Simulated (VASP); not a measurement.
## CdS: single point with HSE06

Crystal: CdS.

```xyz
2
Lattice="0.0000 3.0145 2.9392 3.0145 0.0000 2.9392 3.0145 3.0145 0.0000" Properties=species:S:1:pos:R:3 pbc="T T T"
Cd    0.0000    0.0000    0.0000
S     1.5072    1.5072    1.4696
```

This cell differs from its parent crystal: biaxial xy strain +2.6%.

| Item | Value |
| --- | --- |
| Program | VASP 6.6.1 |
| Task | single point |
| Functional | HSE06 |
| Potentials or basis | VASP PAW PBE potentials, release 64 (Cd, S) |
| Cutoff | 520 eV |
| k mesh | 6 × 6 × 6 |
| Occupations | gaussian, width 0.01 eV |
| Spin | no spin polarisation |
| Dipole correction | no |
| Grid for exact exchange (PRECFOCK) | Normal |
| Further INCAR settings | ALGO = Normal; EDIFF = 1e-07; NBANDS = 16 |
| Screening parameter | 0.2079 1/Å |

| Quantity | Value |
| --- | --- |
| Pressure | -2.3 GPa |
| Band gap on the k mesh | 1.93 eV, direct |

Stress tensor (GPa, compression positive):
```
-2.47  0.00  0.00
 0.00 -2.47  0.00
 0.00  0.00 -1.91
```

Levels at points of the mesh, in eV from the valence-band top:
```tsv
k point	band 6	band 7	band 8	band 9	band 10	band 11	band 12	band 13
(0.00, 0.00, 0.00)	-8.30	-0.07	-0.07	0.00	1.93	7.65	7.65	7.65
(0.50, 0.00, 0.00)	-7.95	-4.28	-0.79	-0.69	3.92	7.98	8.18	8.39
(0.50, 0.50, 0.00)	-7.84	-3.82	-1.87	-1.87	4.45	5.16	10.30	11.71
(0.50, 0.00, 0.50)	-7.89	-3.97	-1.79	-1.74	4.53	5.38	10.06	11.62
```

Wall time 41 min on 1 thread of Intel(R) Xeon(R) 6975P-C (Granite Rapids), with other jobs on the host, peak memory 0.31 GiB.

Caveat: the cell differs from its parent crystal (biaxial xy strain +2.6%); the PAW data sets were made with another functional, which shifts forces and pressure a little.
